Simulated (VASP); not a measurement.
# GaN (P6_3mc) in VASP: further runs

The runs below take GaN through single point, relaxation of the atoms, with LDA.

Program: VASP 6.6.1. These are calculated values, not measurements. Logs are shortened: lines on timing, memory, paths and dates and some standing lists are left out, and cuts for length are marked.

**1. The cell of the first run**

It takes space group P6_3mc (No. 186, hexagonal). The conventional cell has a = 3.155 Å, b = 3.155 Å, c = 5.188 Å, α = 90.00°, β = 90.00°, γ = 120.00°. Within 2.6 Å of Ga (site symmetry 3m) lie 4 N at 1.93 to 1.95 Å. Within 2.6 Å of N (site symmetry 3m) lie 4 Ga at 1.93 to 1.95 Å.

**2. Single point, LDA**

File INCAR:

```
PREC = Accurate
ENCUT = 520
EDIFF = 1E-6
ISMEAR = 0
SIGMA = 0.01
LREAL = False
LASPH = True
NELM = 80
ALGO = Normal
ISIF = 2
LWAVE = False
LCHARG = False
GGA = CA
NBANDS = 26
```

File KPOINTS:

```
regular mesh
0
Gamma
  9 9 6
```

File POSCAR:

```
GaN
1.0
    3.1545600000      0.0000000000      0.0000000000
   -1.5772800000      2.7319290977      0.0000000000
    0.0000000000      0.0000000000      5.1879038400
Ga N
2 2
Direct
    0.3333333333      0.6666666667     -0.0000280336
    0.6666666667      0.3333333333      0.4999719664
    0.3333333333      0.6666666667      0.3750280336
    0.6666666667      0.3333333333      0.8750280336
```

Potentials or basis: VASP PAW LDA potentials, release 64 (Ga_d, N).

The run is started by

```sh
cat potpaw_LDA.64/Ga_d/POTCAR potpaw_LDA.64/N/POTCAR > POTCAR
mpirun -np 1 vasp_std > vasp.out
```

OUTCAR:

```text
PREC = Accurate
   ENCUT = 520
   EDIFF = 1E-6
   ISMEAR = 0
   LREAL = False
   LASPH = True
   NELM = 80
   ISIF = 2
   GGA = CA

 ion  position               nearest neighbor table
   1  0.333  0.667  1.000-   4 1.93   4 1.93   4 1.93   3 1.95
   2  0.667  0.333  0.500-   3 1.93   3 1.93   3 1.93   4 1.95
   3  0.333  0.667  0.375-   2 1.93   2 1.93   2 1.93   1 1.95
   4  0.667  0.333  0.875-   1 1.93   1 1.93   1 1.93   2 1.95

  LATTYP: Found a hexagonal cell.
 ALAT       =     3.1545600000
 C/A-ratio  =     1.6445728850

  Lattice vectors:

 A1 = (   3.1545600000,   0.0000000000,   0.0000000000)
 A2 = (  -1.5772800000,   2.7319290977,   0.0000000000)
 A3 = (   0.0000000000,   0.0000000000,   5.1879038400)

Analysis of symmetry for initial positions (statically):
=====================================================================
 Subroutine PRICEL returns:
 Original cell was already a primitive cell.

 Routine SETGRP: Setting up the symmetry group for a
 hexagonal supercell.

 Subroutine GETGRP returns: Found 12 space group operations
 (whereof  6 operations were pure point group operations)
 out of a pool of 24 trial point group operations.

The static configuration has the point symmetry C_3v.
 The point group associated with its full space group is C_6v.

Analysis of symmetry for dynamics (positions and initial velocities):
=====================================================================
 Subroutine PRICEL returns:
 Original cell was already a primitive cell.

 Routine SETGRP: Setting up the symmetry group for a
 hexagonal supercell.

 Subroutine GETGRP returns: Found 12 space group operations
 (whereof  6 operations were pure point group operations)
 out of a pool of 24 trial point group operations.

The dynamic configuration has the point symmetry C_3v.
 The point group associated with its full space group is C_6v.

 Subroutine INISYM returns: Found 12 space group operations
 (whereof  6 operations are pure point group operations),
 and found     1 'primitive' translations

----------------------------------------------------------------------------------------

                                     Primitive cell

  volume of cell :      44.7095

  direct lattice vectors                    reciprocal lattice vectors
     3.154560000  0.000000000  0.000000000     0.317001420  0.183020855  0.000000000
[... 90 lines left out ...]
   EDIFF  = 0.1E-05   stopping-criterion for ELM
   LREAL  =      F    real-space projection
   EDIFFG = 0.1E-04   stopping-criterion for IOM
   NSW    =      0    number of steps for IOM
   IBRION =     -1    ionic relax: 0-MD 1-quasi-New 2-CG
   NFREE  =      0    steps in history (QN), initial steepest desc. (CG)
   ISIF   =      2    stress and relaxation
   ISYM   =      2    0-nonsym 1-usesym 2-fastsym
   POTIM  = 0.5000    time-step for ionic-motion
   TEBEG  =    0.0;   TEEND  =   0.0 temperature during run
   PSTRESS=    0.0 pullay stress
   NELECT =      36.0000    total number of electrons
   NUPDOWN=      -1.0000    fix difference up-down
   EMIN   =  10.00;   EMAX   =-10.00  energy-range for DOS
   EFERMI =   0.00;   METHOD = LEGACY
   ISMEAR =     0;   SIGMA  =   0.01  broadening in eV -4-tet -1-fermi 0-gaus
   EFERMI_NEDOS =   21; number of points for ismear=-14 and -15
   IALGO  =     38    algorithm
   IMIX   =      4    mixing-type and parameters
     AMIX     =   0.40;   BMIX     =  1.00
     AMIX_MAG =   1.60;   BMIX_MAG =  1.00
  volume/ion in A,a.u.               =      11.18        75.43
  Fermi-wavevector in a.u.,A,eV,Ry     =   1.523032  2.878113 31.560423  2.319626
  Thomas-Fermi vector in A             =   2.631530
   LORBIT       =      0    0 simple, 1 ext, 2 COOP (PROOUT), +10 PAW based schemes
   GGA     = CA    functional components
   LHFCALC =     F    Hartree Fock is set to
   AEXX    =    0.0000 exact exchange contribution
   IVDW    =     0    specifies the selected vdW correction
   LEPSILON=     F    determine dielectric tensor
   LRPA    =     F    only Hartree local field effects (RPA)
 non-spin polarized calculation
 Gauss-broadening in eV      SIGMA  =   0.01
  energy-cutoff  :      520.00
  volume of cell :       44.71
 maximum number of plane-waves:      1224
 NGX is ok and might be reduce to    24
   NGX = 11   NGY = 11   NGZ = 19

 number of electron      36.0000015 magnetization

 Free energy of the ion-electron system (eV)
  ---------------------------------------------------
  ext. energy  EPLUGINS =         0.00000000
  ---------------------------------------------------
  free energy    TOTEN  =       -27.90769080 eV

  energy without entropy =      -27.90769080  energy(sigma->0) =      -27.90769080

 E-fermi :   5.3960     XC(G=0): -12.2382

 val. band max:        5.3301010486   @ k =   0.0000   0.0000   0.0000
 cond. band min:       7.3644278468   @ k =   0.0000   0.0000   0.0000
 fundamental gap:      2.0343267982
 Fermi energy:         5.3959971244

 k-point     1 :       0.0000    0.0000    0.0000
  band No.  band energies     occupation
      1     -10.7286      2.00000
      2      -9.7909      2.00000
      3      -8.2668      2.00000
      4      -8.2474      2.00000
      5      -8.2474      2.00000
      6      -8.1839      2.00000
[... 685 lines left out ...]
     25      18.3096      0.00000
     26      18.5139      0.00000

 [... further k-points ...]

------------------------ aborting loop because EDIFF is reached ----------------------------------------

  FORCE on cell =-STRESS in cart. coord.  units (eV):
  Direction    XX          YY          ZZ          XY          YZ          ZX
  --------------------------------------------------------------------------------------
  -------------------------------------------------------------------------------------
  Total       -0.0688264     -0.0688264     -0.8320997      0.0000000      0.0000000      0.0000000
  in kB       -2.4664112     -2.4664112    -29.8185003      0.0000000      0.0000000      0.0000000
  external PRESSURE =     -11.5837742 kB  Pullay stress =       0.0000000 kB

 VOLUME and BASIS-vectors are now :
 -----------------------------------------------------------------------------
  energy-cutoff  :      520.00
  volume of cell :       44.71
      direct lattice vectors                 reciprocal lattice vectors
     3.154560000  0.000000000  0.000000000     0.317001420  0.183020855  0.000000000
    -1.577280000  2.731929098  0.000000000     0.000000000  0.366041711  0.000000000
     0.000000000  0.000000000  5.187903840     0.000000000  0.000000000  0.192756079

 POSITION                                       TOTAL-FORCE (eV/Angst)
 -----------------------------------------------------------------------------------
     -0.00000      1.82129      5.18776         0.000000      0.000000      0.004028
      1.57728      0.91064      2.59381        -0.000000     -0.000000      0.004028
     -0.00000      1.82129      1.94561         0.000000      0.000000     -0.004028
      1.57728      0.91064      4.53956        -0.000000     -0.000000     -0.004028
 -----------------------------------------------------------------------------------
    total drift:                               -0.000001     -0.000001      0.000849

  FREE ENERGIE OF THE ION-ELECTRON SYSTEM (eV)
  ---------------------------------------------------
  free  energy   TOTEN  =       -27.9076908026 eV

  energy  without entropy=      -27.9076908026  energy(sigma->0) =      -27.90769080
```

OSZICAR:

```text
N       E                     dE             d eps       ncg     rms          rms(c)
DAV:   1     0.268697374208E+03    0.26870E+03   -0.17832E+04  2752   0.260E+03
DAV:   2     0.258127612190E+01   -0.26612E+03   -0.25090E+03  2688   0.481E+02
DAV:   3    -0.309605752132E+02   -0.33542E+02   -0.33071E+02  2952   0.139E+02
DAV:   4    -0.320108308915E+02   -0.10503E+01   -0.10454E+01  2954   0.261E+01
DAV:   5    -0.320311005186E+02   -0.20270E-01   -0.20246E-01  3062   0.356E+00    0.107E+01
DAV:   6    -0.279435766977E+02    0.40875E+01   -0.10221E+01  4124   0.504E+01    0.317E+00
DAV:   7    -0.279680844059E+02   -0.24508E-01   -0.12286E+00  2690   0.831E+00    0.257E+00
DAV:   8    -0.279310417607E+02    0.37043E-01   -0.25529E-01  3986   0.509E+00    0.134E+00
DAV:   9    -0.279071973934E+02    0.23844E-01   -0.64273E-02  3944   0.391E+00    0.397E-01
DAV:  10    -0.279078993692E+02   -0.70198E-03   -0.65241E-03  2620   0.579E-01    0.194E-01
DAV:  11    -0.279077019266E+02    0.19744E-03   -0.11557E-03  3632   0.649E-01    0.801E-02
DAV:  12    -0.279077191417E+02   -0.17215E-04   -0.14621E-04  2630   0.760E-02    0.101E-01
DAV:  13    -0.279077115211E+02    0.76205E-05   -0.33821E-06  2794   0.144E-02    0.946E-02
DAV:  14    -0.279076997396E+02    0.11782E-04   -0.69072E-06  2662   0.235E-02    0.638E-02
DAV:  15    -0.279076966164E+02    0.31233E-05   -0.25640E-06  1892   0.114E-02    0.498E-02
DAV:  16    -0.279076923251E+02    0.42913E-05   -0.47235E-06  2578   0.190E-02    0.280E-02
DAV:  17    -0.279076907932E+02    0.15319E-05   -0.30208E-06  2408   0.181E-02    0.886E-03
DAV:  18    -0.279076908026E+02   -0.94196E-08   -0.12821E-06  1658   0.661E-03
   1 F= -.27907691E+02 E0= -.27907691E+02  d E =-.321569E-23
```

Wall time 61 s (1 thread of Intel Xeon Platinum 8259CL at 2.50GHz (Skylake/Cascade Lake), shared host); peak memory 0.17 GiB.

What came out:

* Free energy: -27.9077 eV
* Pressure: -1.2 GPa
* Largest force: 0.004 eV/Å
* Band gap on the k mesh: 2.03 eV

Forces on the atoms (eV/Å):
```
Ga   0.000  0.000  0.004
Ga   0.000  0.000  0.004
N    0.000  0.000 -0.004
N    0.000  0.000 -0.004
```

Levels at points of the mesh, in eV from the valence-band top:
```
           k point  band 16  band 17  band 18  band 19  band 20  band 21
(0.00, 0.00, 0.00)    -0.11     0.00     0.00     2.03     4.39     9.07
(0.00, 0.00, 0.50)    -0.54    -0.54    -0.54     4.35     4.35     8.36
```

**3. Relaxation of the atoms, LDA**

File INCAR:

```
  ALGO = Normal
  EDIFF = 1E-6
  EDIFFG = -0.001
  ENCUT = 520
  IBRION = 2
  ISIF = 2
  ISMEAR = 0
  LASPH = True
  LCHARG = False
  LREAL = False
  LWAVE = False
  NELM = 60
  NSW = 80
  PREC = Accurate
  SIGMA = 0.01
```

File KPOINTS:

```
k-points
0
Gamma
  9 9 6
```

File POSCAR:

```
GaN
1.0
    3.1545600000      0.0000000000      0.0000000000
   -1.5772800000      2.7319290977      0.0000000000
    0.0000000000      0.0000000000      5.1879038400
Ga N
2 2
Direct
    0.3333333333      0.6666666667      0.0000000000
    0.6666666667      0.3333333333      0.5000000000
    0.3333333333      0.6666666667      0.3750000000
    0.6666666667      0.3333333333      0.8750000000
```

Potentials or basis: VASP PAW LDA potentials, release 64 (Ga_d, N).

The run is started by

```sh
cat potpaw_LDA.64/Ga_d/POTCAR potpaw_LDA.64/N/POTCAR > POTCAR
mpirun -np 1 vasp_std > vasp.out
```

Run time: 43 s. Hardware: 1 thread of Intel Xeon Platinum 8259CL at 2.50GHz (Skylake/Cascade Lake), shared host; peak memory 0.16 GiB.

Results (log left out):

- Free energy: -27.9077 eV
- Pressure after relaxing: -1.2 GPa
- Band gap on the k mesh: 2.03 eV

Stress tensor (GPa, compression positive):
```
-0.27  0.00  0.00
 0.00 -0.27  0.00
 0.00  0.00 -2.97
```

Final structure:
```
CELL_PARAMETERS angstrom
3.15456 0.00000 0.00000
-1.57728 2.73193 0.00000
0.00000 0.00000 5.18790
ATOMIC_POSITIONS crystal
Ga 0.33333 0.66667 0.00000
Ga 0.66667 0.33333 0.50000
N 0.33333 0.66667 0.37500
N 0.66667 0.33333 0.87500
```

Levels at points of the mesh, in eV from the valence-band top:
| k point | band 15 | band 16 | band 17 | band 18 | band 19 | band 20 | band 21 | band 22 |
| --- | --- | --- | --- | --- | --- | --- | --- | --- |
| (0.00, 0.00, 0.00) | -1.05 | -0.11 | 0.00 | 0.00 | 2.03 | 4.39 | 9.07 | 9.90 |
| (0.00, 0.00, 0.50) | -0.54 | -0.54 | -0.54 | -0.54 | 4.35 | 4.35 | 8.36 | 8.36 |

LDA gaps usually lie below the measured ones, often by a third to a half.
